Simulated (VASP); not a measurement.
# BN in VASP: single point with PBE+D3(BJ)

Aim: the single point of BN with PBE+D3(BJ).

Everything below comes from runs of VASP 6.6.1. Logs are shortened: lines on timing, memory, paths and dates and some standing lists are left out, and cuts for length are marked.

### 1 The cell of the first run

The cell holds a slab with vacuum, 4 atoms: a = 2.509 Å, b = 2.509 Å, c = 17.500 Å, α = 90.00°, β = 90.00°, γ = 120.00°.

### 2 Single point, PBE+D3(BJ) (layers slid over each other, then relaxed in part)

The input, INCAR:

```
SYSTEM = BN
ALGO = Normal
DIPOL = 0.5 0.5 0.354
EDIFF = 1E-7
ENCUT = 520
GGA = PE
IDIPOL = 3
ISIF = 2
ISMEAR = 0
IVDW = 12
LASPH = .TRUE.
LCHARG = .TRUE.
LDIPOL = .TRUE.
LELF = .TRUE.
LREAL = .FALSE.
LVACPOTAV = .TRUE.
LVHAR = .TRUE.
LWAVE = .FALSE.
NBANDS = 16
NELM = 60
PREC = Accurate
SIGMA = 0.05
```

The input, KPOINTS:

```
k-points
0
G
  12 12 1
  0 0 0
```

The input, POSCAR:

```
BN
1.0
    2.5087623753      0.0000000000      0.0000000000
   -1.2543811876      2.1726519491      0.0000000000
    0.0000000000      0.0000000000     17.5000000000
B N
2 2
Direct
    0.0000000000      0.0000000000      0.2571428571
    0.1666666667      0.6666666667      0.4502895904
    0.6666666667      0.3333333333      0.2570671279
    0.8333333333      1.0000000000      0.4503423658
```

Potentials or basis: VASP PAW PBE potentials, release 64 (B, N).

The run is started by

```
$ cat potpaw_PBE.64/B/POTCAR potpaw_PBE.64/N/POTCAR > POTCAR
$ mpirun -np 1 vasp_std > vasp.out
```

OUTCAR:

```text
SYSTEM = BN
   EDIFF = 1E-7
   ENCUT = 520
   GGA = PE
   ISIF = 2
   ISMEAR = 0
   IVDW = 12
   LASPH = .TRUE.
   LREAL = .FALSE.
   NELM = 60
   PREC = Accurate
 IVDW          = 12

 ion  position               nearest neighbor table
   1  0.000  0.000  0.257-   3 1.45   3 1.45   3 1.45
   2  0.167  0.667  0.450-   4 1.45   4 1.45   4 1.45
   3  0.667  0.333  0.257-   1 1.45   1 1.45   1 1.45
   4  0.833  0.000  0.450-   2 1.45   2 1.45   2 1.45

  LATTYP: Found a hexagonal cell.
 ALAT       =     2.5087623753
 C/A-ratio  =     6.9755510415

  Lattice vectors:

 A1 = (   2.5087623753,   0.0000000000,   0.0000000000)
 A2 = (  -1.2543811876,   2.1726519491,   0.0000000000)
 A3 = (   0.0000000000,   0.0000000000,  17.5000000000)

Analysis of symmetry for initial positions (statically):
=====================================================================
 Subroutine PRICEL returns:
 Original cell was already a primitive cell.

 Routine SETGRP: Setting up the symmetry group for a
 hexagonal supercell.

 Subroutine GETGRP returns: Found  1 space group operations
 (whereof  1 operations were pure point group operations)
 out of a pool of 24 trial point group operations.

The static configuration has the point symmetry C_1 .

Analysis of symmetry for dynamics (positions and initial velocities):
=====================================================================
 Subroutine PRICEL returns:
 Original cell was already a primitive cell.

 Routine SETGRP: Setting up the symmetry group for a
 hexagonal supercell.

 Subroutine GETGRP returns: Found  1 space group operations
 (whereof  1 operations were pure point group operations)
 out of a pool of 24 trial point group operations.

The dynamic configuration has the point symmetry C_1 .

 Subroutine INISYM returns: Found  1 space group operations
 (whereof  1 operations are pure point group operations),
 and found     1 'primitive' translations

----------------------------------------------------------------------------------------

                                     Primitive cell

  volume of cell :      95.3867

  direct lattice vectors                    reciprocal lattice vectors
     2.508762375  0.000000000  0.000000000     0.398602917  0.230133501  0.000000000
    -1.254381188  2.172651949  0.000000000     0.000000000  0.460267002  0.000000000
     0.000000000  0.000000000 17.500000000     0.000000000  0.000000000  0.057142857

  length of vectors
[... 92 lines left out ...]
   ISIF   =      2    stress and relaxation
   ISYM   =      2    0-nonsym 1-usesym 2-fastsym
   POTIM  = 0.5000    time-step for ionic-motion
   TEBEG  =    0.0;   TEEND  =   0.0 temperature during run
   PSTRESS=    0.0 pullay stress
   NELECT =      16.0000    total number of electrons
   NUPDOWN=      -1.0000    fix difference up-down
   EMIN   =  10.00;   EMAX   =-10.00  energy-range for DOS
   EFERMI =   0.00;   METHOD = LEGACY
   ISMEAR =     0;   SIGMA  =   0.05  broadening in eV -4-tet -1-fermi 0-gaus
   EFERMI_NEDOS =   21; number of points for ismear=-14 and -15
   IALGO  =     38    algorithm
   IMIX   =      4    mixing-type and parameters
     AMIX     =   0.40;   BMIX     =  1.00
     AMIX_MAG =   1.60;   BMIX_MAG =  1.00
  volume/ion in A,a.u.               =      23.85       160.93
  Fermi-wavevector in a.u.,A,eV,Ry     =   0.902857  1.706152 11.090797  0.815151
  Thomas-Fermi vector in A             =   2.026112
   LORBIT       =      0    0 simple, 1 ext, 2 COOP (PROOUT), +10 PAW based schemes
   GGA     = PE    functional components
   LHFCALC =     F    Hartree Fock is set to
   AEXX    =    0.0000 exact exchange contribution
   IVDW    =    12    specifies the selected vdW correction
   LEPSILON=     F    determine dielectric tensor
   LRPA    =     F    only Hartree local field effects (RPA)
 non-spin polarized calculation
 Gauss-broadening in eV      SIGMA  =   0.05
  energy-cutoff  :      520.00
  volume of cell :       95.39
 maximum number of plane-waves:      2588
   NGX =  9   NGY =  9   NGZ = 65

 number of electron      16.0000001 magnetization

 dipolmoment           0.000000      0.000000     -0.002053 electrons x Angstroem

 Free energy of the ion-electron system (eV)
  ---------------------------------------------------
  ext. energy  EPLUGINS =         0.00000000
  ---------------------------------------------------
  free energy    TOTEN  =       -35.18082503 eV

  energy without entropy =      -35.18082503  energy(sigma->0) =      -35.18082503

 E-fermi :  -2.4083     XC(G=0):  -4.3143

 val. band max:       -2.6895193539   @ k =   0.3333   0.3333   0.0000
 cond. band min:       1.5663527356   @ k =   0.5000  -0.0000   0.0000
 fundamental gap:      4.2558720895
 Fermi energy:        -2.4083187575

 k-point     1 :       0.0000    0.0000    0.0000
  band No.  band energies     occupation
      1     -20.4686      2.00000
      2     -20.3260      2.00000
      3      -8.4524      2.00000
      4      -7.4927      2.00000
      5      -4.1363      2.00000
      6      -4.1360      2.00000
[... 433 lines left out ...]
      3      -7.2314      2.00000
      4      -7.0872      2.00000
      5      -7.0067      2.00000
      6      -6.3033      2.00000
[... 8 lines left out ...]
     15       7.7620      0.00000
     16       8.6143      0.00000

 [... further k-points ...]

------------------------ aborting loop because EDIFF is reached ----------------------------------------

 Edisp (eV)   -0.41957

 E8    (eV) :    -0.1291

  FORCE on cell =-STRESS in cart. coord.  units (eV):
  Direction    XX          YY          ZZ          XY          YZ          ZX
  --------------------------------------------------------------------------------------
  -------------------------------------------------------------------------------------
  Total      -0.08245    -0.07225    -0.03799    -0.02679    -0.02719     0.04673
  in kB      -1.38489    -1.21356    -0.63806    -0.44999    -0.45669     0.78485
  external pressure =       -1.08 kB  Pullay stress =        0.00 kB

 VOLUME and BASIS-vectors are now :
 -----------------------------------------------------------------------------
  energy-cutoff  :      520.00
  volume of cell :       95.39
      direct lattice vectors                 reciprocal lattice vectors
     2.508762375  0.000000000  0.000000000     0.398602917  0.230133501  0.000000000
    -1.254381188  2.172651949  0.000000000     0.000000000  0.460267002  0.000000000
     0.000000000  0.000000000 17.500000000     0.000000000  0.000000000  0.057142857

 POSITION                                       TOTAL-FORCE (eV/Angst)
 -----------------------------------------------------------------------------------
      0.00000      0.00000      4.50000        -0.001789     -0.002493     -0.000333
     -0.41813      1.44843      7.88007        -0.007493      0.000636      0.000291
      1.25438      0.72422      4.49867        -0.011946      0.010507     -0.000340
      2.09064      0.00000      7.88099         0.021228     -0.008650      0.000382
 -----------------------------------------------------------------------------------
    total drift:                               -0.000158      0.000043     -0.000072

  FREE ENERGIE OF THE ION-ELECTRON SYSTEM (eV)
  ---------------------------------------------------
  free  energy   TOTEN  =       -35.6003955574 eV

  energy  without entropy=      -35.6003955574  energy(sigma->0) =      -35.60039556

 vacuum level on the upper side and lower side of the slab         3.041         3.109
```

OSZICAR:

```text
N       E                     dE             d eps       ncg     rms          rms(c)
DAV:   1     0.100728004643E+03    0.10073E+03   -0.66700E+03  2368   0.806E+02
DAV:   2    -0.290811372851E+02   -0.12981E+03   -0.11637E+03  3384   0.204E+02
DAV:   3    -0.387020095218E+02   -0.96209E+01   -0.95318E+01  3240   0.629E+01
[... 14 lines left out ...]
DAV:  18    -0.351808185614E+02   -0.64401E-05   -0.25176E-07  2952   0.293E-03    0.431E-04
DAV:  19    -0.351808234473E+02   -0.48859E-05   -0.11119E-07  2320   0.153E-03    0.356E-04
DAV:  20    -0.351808247473E+02   -0.13000E-05   -0.29613E-08  2176   0.710E-04    0.198E-04
DAV:  21    -0.351808250099E+02   -0.26258E-06   -0.93266E-09  2032   0.452E-04    0.302E-05
DAV:  22    -0.351808250346E+02   -0.24738E-07   -0.85201E-10  2352   0.191E-04
   1 F= -.35600396E+02 E0= -.35600396E+02  d E =-.718689E-17
```

Run time: 5.4 min. Hardware: 1 thread of Intel Xeon 8259CL, shared host; peak memory 0.28 GiB.

Results:

* Free energy: -35.6004 eV
* Largest force: 0.023 eV/Å
* Band gap on the k mesh: 4.26 eV (least direct gap 4.41 eV)
* Dispersion energy per atom: -0.105 eV

Forces on the atoms (eV/Å):
```
B   -0.002 -0.002  0.000
B   -0.007  0.001  0.000
N   -0.012  0.011  0.000
N    0.021 -0.009  0.000
```

Levels at points of the mesh, in eV from the valence-band top:
```
           k point  band 4  band 5  band 6  band 7  band 8  band 9  band 10  band 11  band 12  band 13
(0.00, 0.00, 0.00)   -4.80   -1.45   -1.45   -1.38   -1.38    4.70     5.27     6.13     7.66     7.84
(0.50, 0.00, 0.00)   -8.88   -4.23   -4.16   -1.23   -0.73    4.26     5.20     9.55     9.76    12.40
(0.00, 0.50, 0.00)   -8.90   -4.23   -4.16   -1.14   -0.84    4.46     5.00     9.59     9.71    12.49
(0.50, 0.50, 0.00)   -8.91   -4.23   -4.16   -1.03   -0.96    4.69     4.77     9.56     9.74    12.62
```

Caveat: the cell differs from its parent crystal (layers slid over each other, then relaxed in part).
